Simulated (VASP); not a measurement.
Wanted: the native input for a VASP 6.6.1 run.

- Task: single point
- Functional: PBEsol
- Potentials or basis: VASP PAW PBE potentials, release 64 (P)
- Cutoff: 520 eV
- k mesh: 8 × 1 × 6
- Occupations: gaussian, width 0.02 eV
- Spin: no spin polarisation
- Dipole correction: no
- Further INCAR settings: ALGO = Normal; EDIFF = 1e-07; NBANDS = 18

The structure of P lies in POSCAR:

```
P
1.0
    3.3213162495      0.0000000000      0.0000000000
    0.0000000000     35.2670884975      0.0000000000
    0.0000000000      0.0000000000      4.2372490930
P
4
Direct
    0.0000000000      0.9697104046      0.5780900458
    0.0000000000      0.0302895954      0.4219099542
    0.5000000000      0.0302895954      0.0780900458
    0.5000000000      0.9697104046      0.9219099542
```

This cell differs from its parent crystal: uniaxial strain along c: -4.5 %.

These files were run (other wordings do the same):

INCAR

```
ALGO = Normal ; EDIFF = 1E-7
ENCUT = 520 ; GGA = PS
ISIF = 2 ; ISMEAR = 0
LASPH = True ; LCHARG = True
LELF = True ; LREAL = False
LVHAR = True ; LWAVE = False
NBANDS = 18 ; NELM = 80
PREC = Accurate ; SIGMA = 0.02
```

KPOINTS

```
k-points
0
Gamma
  8 1 6
```

Potentials or basis: VASP PAW PBE potentials, release 64 (P).

Command:

```bash
$ cat potpaw_PBE.64/P/POTCAR > POTCAR
$ mpirun -np 1 vasp_std > vasp.out
```

It gave:

```
Largest force          : 0.212 eV/Å
Band gap on the k mesh : 0.45 eV, direct
```

Caveat: the cell differs from its parent crystal (uniaxial strain along c: -4.5 %); the PAW data sets were made with another functional, which shifts forces and pressure a little.

Wall time 2.5 min on 1 thread of Intel(R) Xeon(R) 6975P-C (Granite Rapids), with other jobs on the host, peak memory 0.55 GiB.
